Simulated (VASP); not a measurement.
# ZrB2 (P6/mmm) in VASP: settings compared, part 2 of 2

VASP 6.6.1. The steps go on from the part before.

## Step 5: Single point, r2SCAN

This run uses another cell than the first one, of 9.63 Å³/atom, 0.940 times its volume.

POSCAR

```
ZrB2
1.0
    3.1052879646      0.0000000000      0.0000000000
   -1.5526439823      2.6892582634      0.0000000000
    0.0000000000      0.0000000000      3.4608777221
Zr B
1 2
Direct
    0.0000000000      0.0000000000      0.0000000000
    0.6666666667      0.3333333333      0.5000000000
    0.3333333333      0.6666666667      0.5000000000
```

INCAR.step1

```
SYSTEM = ZrB2
PREC     = Accurate       ! precision mode
ENCUT    = 520            ! plane-wave cutoff, eV
ISMEAR   = -1             ! smearing method
SIGMA    = 0.05           ! smearing width, eV
LREAL    = .False.        ! projectors in reciprocal space
LASPH    = .True.         ! aspherical terms in the spheres
NELM     = 60             ! most SCF steps
NBANDS   = 16             ! bands
GGA      = PE             ! functional
ALGO     = Normal         ! electronic algorithm
EDIFF    = 1E-4           ! SCF threshold, eV
LWAVE    = .True.         ! write WAVECAR
LCHARG   = .False.        ! write CHGCAR
```

INCAR.step2

```
SYSTEM = ZrB2
PREC     = Accurate       ! precision mode
ENCUT    = 520            ! plane-wave cutoff, eV
EDIFF    = 1E-6           ! SCF threshold, eV
ISMEAR   = -1             ! smearing method
SIGMA    = 0.05           ! smearing width, eV
LREAL    = .False.        ! projectors in reciprocal space
LASPH    = .True.         ! aspherical terms in the spheres
NELM     = 60             ! most SCF steps
ALGO     = Normal         ! electronic algorithm
ISIF     = 2              ! what is computed and relaxed
LWAVE    = .False.        ! write WAVECAR
LCHARG   = .False.        ! write CHGCAR
METAGGA  = R2SCAN         ! meta-GGA
LMIXTAU  = .True.       
NBANDS   = 16             ! bands
ISTART   = 1
```

KPOINTS

```
Automatic mesh
0
Gamma
  10 10 8
  0 0 0
```

Potentials or basis: VASP PAW PBE potentials, release 64 (Zr_sv, B).

Started as:

```bash
$ cat potpaw_PBE.64/Zr_sv/POTCAR potpaw_PBE.64/B/POTCAR > POTCAR
$ cp INCAR.step1 INCAR
$ mpirun -np 1 vasp_std > vasp.out
$ cp INCAR.step2 INCAR
$ mpirun -np 1 vasp_std > vasp.out
```

OUTCAR:

```text
SYSTEM = ZrB2
   PREC = Accurate
   ENCUT = 520
   EDIFF = 1E-6
   ISMEAR = -1
   LREAL = .False.
   LASPH = .True.
   NELM = 60
   ISIF = 2
   METAGGA = R2SCAN
   ISTART = 1

 ion  position               nearest neighbor table
   1  0.000  0.000  0.000-   2 2.49   3 2.49   2 2.49   3 2.49   3 2.49   3 2.49   2 2.49   2 2.49
                             2 2.49   2 2.49   3 2.49   3 2.49
   2  0.667  0.333  0.500-   3 1.79   3 1.79   3 1.79   1 2.49   1 2.49   1 2.49   1 2.49   1 2.49
                             1 2.49
   3  0.333  0.667  0.500-   2 1.79   2 1.79   2 1.79   1 2.49   1 2.49   1 2.49   1 2.49   1 2.49
                             1 2.49

  LATTYP: Found a hexagonal cell.
 ALAT       =     3.1052879646
 C/A-ratio  =     1.1145110410

  Lattice vectors:

 A1 = (   3.1052879646,   0.0000000000,   0.0000000000)
 A2 = (  -1.5526439823,   2.6892582634,   0.0000000000)
 A3 = (   0.0000000000,   0.0000000000,   3.4608777221)

Analysis of symmetry for initial positions (statically):
=====================================================================
 Subroutine PRICEL returns:
 Original cell was already a primitive cell.

 Routine SETGRP: Setting up the symmetry group for a
 hexagonal supercell.

 Subroutine GETGRP returns: Found 24 space group operations
 (whereof 24 operations were pure point group operations)
 out of a pool of 24 trial point group operations.

The static configuration has the point symmetry D_6h.

Analysis of symmetry for dynamics (positions and initial velocities):
=====================================================================
 Subroutine PRICEL returns:
 Original cell was already a primitive cell.

 Routine SETGRP: Setting up the symmetry group for a
 hexagonal supercell.

 Subroutine GETGRP returns: Found 24 space group operations
 (whereof 24 operations were pure point group operations)
 out of a pool of 24 trial point group operations.

The dynamic configuration has the point symmetry D_6h.

 Subroutine INISYM returns: Found 24 space group operations
 (whereof 24 operations are pure point group operations),
 and found     1 'primitive' translations

----------------------------------------------------------------------------------------

                                     Primitive cell

  volume of cell :      28.9015

  direct lattice vectors                    reciprocal lattice vectors
     3.105287965  0.000000000  0.000000000     0.322031326  0.185924873  0.000000000
    -1.552643982  2.689258263  0.000000000     0.000000000  0.371849745  0.000000000
     0.000000000  0.000000000  3.460877722     0.000000000  0.000000000  0.288944043

  length of vectors
     3.105287965  3.105287965  3.460877722     0.371849745  0.371849745  0.288944043

  position of ions in fractional coordinates (direct lattice)
     0.000000000  0.000000000  0.000000000
     0.666666667  0.333333333  0.500000000
     0.333333333  0.666666667  0.500000000

  ion indices of the primitive-cell ions
   primitive index   ion index
                 1           1
                 2           2
                 3           3

----------------------------------------------------------------------------------------

 KPOINTS: Automatic mesh

Automatic generation of k-mesh.
 Grid dimensions read from file:
 generate k-points for:   10   10    8

 Generating k-lattice:

  Cartesian coordinates                     Fractional coordinates (reciprocal lattice)
     0.032203133  0.018592487  0.000000000     0.100000000 -0.000000000  0.000000000
     0.000000000  0.037184975  0.000000000     0.000000000  0.100000000  0.000000000
     0.000000000  0.000000000  0.036118005     0.000000000  0.000000000  0.125000000

  Length of vectors
     0.037184975  0.037184975  0.036118005

  Shift w.r.t. Gamma in fractional coordinates (k-lattice)
     0.000000000  0.000000000  0.000000000

 Subroutine IBZKPT returns following result:
 ===========================================

 Found     70 irreducible k-points:

 Following reciprocal coordinates:
            Coordinates               Weight
  0.000000  0.000000  0.000000      1.000000
  0.100000 -0.000000  0.000000      6.000000
  0.200000 -0.000000  0.000000      6.000000
  0.300000  0.000000  0.000000      6.000000
  0.400000  0.000000  0.000000      6.000000
  0.500000 -0.000000  0.000000      3.000000
[... 16 lines left out ...]
  0.300000  0.100000  0.125000     24.000000
  0.400000  0.100000  0.125000     24.000000
 [... further k-points ...]
   k-points           NKPTS =     70   k-points in BZ     NKDIM =     70   number of bands    NBANDS=     16
   number of dos      NEDOS =    301   number of ions     NIONS =      3
   total plane-waves  NPLWV =  16128
   dimension x,y,z NGX =    24 NGY =   24 NGZ =   28
   dimension x,y,z NGXF=    48 NGYF=   48 NGZF=   56
   ions per type =               1   2
   NGX,Y,Z   is equivalent  to a cutoff of  12.85, 12.85, 13.45 a.u.
   NGXF,Y,Z  is equivalent  to a cutoff of  25.70, 25.70, 26.90 a.u.
 SYSTEM =  ZrB2
   PREC   = accura    normal or accurate (medium, high low for compatibility)
   ISTART =      1    job   : 0-new  1-cont  2-samecut
   ICHARG =      0    charge: 1-file 2-atom 10-const
   ISPIN  =      1    spin polarized calculation?
   LNONCOLLINEAR =      F non collinear calculations
   LSORBIT =      F    spin-orbit coupling
   LASPH  =      T    aspherical Exc in radial PAW
   ENCUT  =  520.0 eV  38.22 Ry    6.18 a.u.   5.77  5.77  6.43*2*pi/ulx,y,z
   NELM   =     60;   NELMIN=  2; NELMDL=  0     # of ELM steps
   EDIFF  = 0.1E-05   stopping-criterion for ELM
   LREAL  =      F    real-space projection
   EDIFFG = 0.1E-04   stopping-criterion for IOM
   NSW    =      0    number of steps for IOM
   IBRION =     -1    ionic relax: 0-MD 1-quasi-New 2-CG
   NFREE  =      0    steps in history (QN), initial steepest desc. (CG)
   ISIF   =      2    stress and relaxation
   ISYM   =      2    0-nonsym 1-usesym 2-fastsym
   POTIM  = 0.5000    time-step for ionic-motion
   TEBEG  =    0.0;   TEEND  =   0.0 temperature during run
   PSTRESS=    0.0 pullay stress
   NELECT =      18.0000    total number of electrons
   NUPDOWN=      -1.0000    fix difference up-down
   EMIN   =  10.00;   EMAX   =-10.00  energy-range for DOS
   EFERMI =   0.00;   METHOD = LEGACY
   ISMEAR =    -1;   SIGMA  =   0.05  broadening in eV -4-tet -1-fermi 0-gaus
   EFERMI_NEDOS =   21; number of points for ismear=-14 and -15
   IALGO  =     38    algorithm
   IMIX   =      4    mixing-type and parameters
     AMIX     =   0.40;   BMIX     =  1.00
     AMIX_MAG =   1.60;   BMIX_MAG =  1.00
  volume/ion in A,a.u.               =       9.63        65.01
  Fermi-wavevector in a.u.,A,eV,Ry     =   1.398059  2.641948 26.593519  1.954569
  Thomas-Fermi vector in A             =   2.521254
   LORBIT       =      0    0 simple, 1 ext, 2 COOP (PROOUT), +10 PAW based schemes
   METAGGA = R2SCAN    functional components
   LHFCALC =     F    Hartree Fock is set to
   AEXX    =    0.0000 exact exchange contribution
   IVDW    =     0    specifies the selected vdW correction
   LEPSILON=     F    determine dielectric tensor
   LRPA    =     F    only Hartree local field effects (RPA)
 non-spin polarized calculation
  energy-cutoff  :      520.00
  volume of cell :       28.90
 maximum number of plane-waves:       792
 NGX is ok and might be reduce to    24
   NGX = 11   NGY = 11   NGZ = 13

 number of electron      18.0000000 magnetization

 Free energy of the ion-electron system (eV)
  ---------------------------------------------------
  ext. energy  EPLUGINS =         0.00000000
  ---------------------------------------------------
  free energy    TOTEN  =       -40.52793730 eV

  energy without entropy =      -40.52527377  energy(sigma->0) =      -40.52660553

 E-fermi :  11.2495     XC(G=0): -13.7055

 val. band max:       11.2250630829   @ k =   0.2000   0.2000   0.1250
 cond. band min:      11.4178112948   @ k =   0.1000  -0.0000   0.5000
 fundamental gap:      0.1927482119
 Fermi energy:        11.2495097085

 k-point     1 :       0.0000    0.0000    0.0000
  band No.  band energies     occupation
      1     -38.8617      2.00000
      2     -16.3905      2.00000
      3     -15.7196      2.00000
      4     -15.7196      2.00000
      5      -2.5928      2.00000
      6       8.4237      2.00000
[... 8 lines left out ...]
     15      16.9421      0.00000
     16      16.9421      0.00000
[... 419 lines left out ...]
 k-point    24 :       0.4000    0.1000    0.1250
  band No.  band energies     occupation
      1     -38.6959      2.00000
      2     -16.8558      2.00000
      3     -16.2132      2.00000
      4     -16.0527      2.00000
      5       1.2179      2.00000
      6       2.5681      2.00000
[... 8 lines left out ...]
     15      20.7571      0.00000
     16      22.6538      0.00000

 [... further k-points ...]
[... 5 lines left out ...]
  --------------------------------------------------------------------------------------
  -------------------------------------------------------------------------------------
  Total        3.1908178      3.1908178      3.4395759      0.0000000     -0.0000000      0.0000000
  in kB      176.8853805    176.8853805    190.6754750      0.0000000     -0.0000000      0.0000000
  external PRESSURE =     181.4820787 kB  Pullay stress =       0.0000000 kB

 VOLUME and BASIS-vectors are now :
 -----------------------------------------------------------------------------
  energy-cutoff  :      520.00
  volume of cell :       28.90
      direct lattice vectors                 reciprocal lattice vectors
     3.105287965  0.000000000  0.000000000     0.322031326  0.185924873  0.000000000
    -1.552643982  2.689258263  0.000000000     0.000000000  0.371849745  0.000000000
     0.000000000  0.000000000  3.460877722     0.000000000  0.000000000  0.288944043

 POSITION                                       TOTAL-FORCE (eV/Angst)
 -----------------------------------------------------------------------------------
      0.00000      0.00000      0.00000         0.000000      0.000000      0.000000
      1.55264      0.89642      1.73044        -0.000000      0.000000      0.000000
     -0.00000      1.79284      1.73044         0.000000     -0.000000      0.000000
 -----------------------------------------------------------------------------------
    total drift:                               -0.000000      0.000000     -0.000000

  FREE ENERGIE OF THE ION-ELECTRON SYSTEM (eV)
  ---------------------------------------------------
  free  energy   TOTEN  =       -40.5279373022 eV

  energy  without entropy=      -40.5252737667  energy(sigma->0) =      -40.52660553
```

Run time: 2.2 min. Hardware: 1 thread of Intel Xeon Platinum 8259CL at 2.50GHz (Skylake/Cascade Lake), shared host; peak memory 0.17 GiB.

What came out:

```
Free energy            : -40.5279 eV
Pressure               : 18.1 GPa
Band gap on the k mesh : zero (band 9 reaches 11.99 eV, above the bottom of band 10 at 11.07 eV)
```

Caveat: the PAW data sets were made with another functional, which shifts forces and pressure a little.

## Step 6: Single point, r2SCAN

This run uses another cell than the first one, of 9.84 Å³/atom, 0.960 times its volume.

POSCAR

```
ZrB2
1.0
    3.1271569103      0.0000000000      0.0000000000
   -1.5635784551      2.7081973259      0.0000000000
    0.0000000000      0.0000000000      3.4852509034
Zr B
1 2
Direct
    0.0000000000      0.0000000000      0.0000000000
    0.6666666667      0.3333333333      0.5000000000
    0.3333333333      0.6666666667      0.5000000000
```

INCAR.step1

```
PREC     = Accurate       # precision mode
ENCUT    = 520            # plane-wave cutoff, eV
ISMEAR   = -1             # smearing method
SIGMA    = 0.05           # smearing width, eV
LREAL    = False          # projectors in reciprocal space
LASPH    = True           # aspherical terms in the spheres
NELM     = 100            # most SCF steps
NBANDS   = 16             # bands
GGA      = PE             # functional
ALGO     = Normal         # electronic algorithm
EDIFF    = 1E-4           # SCF threshold, eV
LWAVE    = True           # write WAVECAR
LCHARG   = False          # write CHGCAR
```

INCAR.step2

```
PREC     = Accurate       # precision mode
ENCUT    = 520            # plane-wave cutoff, eV
EDIFF    = 1E-6           # SCF threshold, eV
ISMEAR   = -1             # smearing method
SIGMA    = 0.05           # smearing width, eV
LREAL    = False          # projectors in reciprocal space
LASPH    = True           # aspherical terms in the spheres
NELM     = 100            # most SCF steps
ALGO     = Normal         # electronic algorithm
ISIF     = 2              # what is computed and relaxed
LWAVE    = False          # write WAVECAR
LCHARG   = True           # write CHGCAR
METAGGA  = R2SCAN         # meta-GGA
LMIXTAU  = True         
LELF     = True           # ELF
LVHAR    = True         
NBANDS   = 16             # bands
ISTART   = 1
```

KPOINTS

```
Automatic mesh
0
Gamma
  10 10 8
```

Potentials or basis: VASP PAW PBE potentials, release 64 (Zr_sv, B).

Started as:

```bash
$ cat potpaw_PBE.64/Zr_sv/POTCAR potpaw_PBE.64/B/POTCAR > POTCAR
$ cp INCAR.step1 INCAR
$ mpirun -np 1 vasp_std > vasp.out
$ cp INCAR.step2 INCAR
$ mpirun -np 1 vasp_std > vasp.out
```

Wall time 2 min (1 thread of Intel Xeon Platinum 8259CL at 2.50GHz (Skylake/Cascade Lake), shared host); peak memory 0.16 GiB.

Results (log left out):

```yaml
Free_energy: -40.5856 eV
Pressure: 11.8 GPa
Band_gap_on_the_k_mesh: zero (band 9 reaches 11.74 eV, above the bottom of band 10 at 10.84 eV)
```

Stress tensor (GPa, compression positive):
```
11.24  0.00  0.00
 0.00 11.24  0.00
 0.00  0.00 12.99
```

Levels at points of the mesh, in eV from the Fermi level:
```tsv
k point	band 6	band 7	band 8	band 9	band 10	band 11	band 12	band 13
(0.00, 0.00, 0.00)	-2.79	-2.79	-2.69	-2.50	3.89	3.89	4.74	4.74
(0.50, 0.00, 0.00)	-9.16	-4.21	-3.26	-2.83	2.45	2.65	5.50	5.63
(0.00, 0.00, 0.50)	-7.45	-0.98	-0.98	0.46	0.46	0.97	0.97	2.18
(0.50, 0.00, 0.50)	-7.51	-4.96	-4.45	-2.08	4.29	4.51	5.91	6.99
```

Caveat: the PAW data sets were made with another functional, which shifts forces and pressure a little.

## Step 7: Overview

| task | level | potentials or basis | spin | cell | k mesh | cutoff (eV) | smearing | gap on the mesh (eV) | pressure (GPa) |
| --- | --- | --- | --- | --- | --- | --- | --- | --- | --- |
| relaxation of cell and atoms | PBEsol | VASP PAW PBE potentials, release 64 (Zr_sv, B) | off | relaxed from a = 3.170, b = 3.170, c = 3.533 Å, angles 90.0, 90.0, 120.0°, 3 atoms | 10 × 10 × 8 | 600 | fermi-dirac 0.05 eV | none | -0.1 |
| single point | LDA | VASP PAW LDA potentials, release 64 (Zr_sv, B) | non-collinear, zero start, SOC | a = 3.170, b = 3.170, c = 3.533 Å, angles 90.0, 90.0, 120.0°, 3 atoms | 7 × 7 × 6 | 520 | fermi-dirac 0.05 eV | - | -8.3 |
| single point | PBE | VASP PAW PBE potentials, release 64 (Zr_sv, B) | off | a = 3.170, b = 3.170, c = 3.533 Å, angles 90.0, 90.0, 120.0°, 3 atoms | 7 × 7 × 6 | 520 | fermi-dirac 0.04 eV | none | 0.9 |
| single point | r2SCAN | VASP PAW PBE potentials, release 64 (Zr_sv, B) | off | a = 3.105, b = 3.105, c = 3.461 Å, angles 90.0, 90.0, 120.0°, 3 atoms | 10 × 10 × 8 | 520 | fermi-dirac 0.05 eV | none | 18.1 |
| single point | r2SCAN | VASP PAW PBE potentials, release 64 (Zr_sv, B) | off | a = 3.127, b = 3.127, c = 3.485 Å, angles 90.0, 90.0, 120.0°, 3 atoms | 10 × 10 × 8 | 520 | fermi-dirac 0.05 eV | none | 11.8 |

Caveats: the PAW data sets were made with another functional, which shifts forces and pressure a little (some runs).

Total energies depend on the potentials used, so only differences within one code and one set of settings carry meaning.
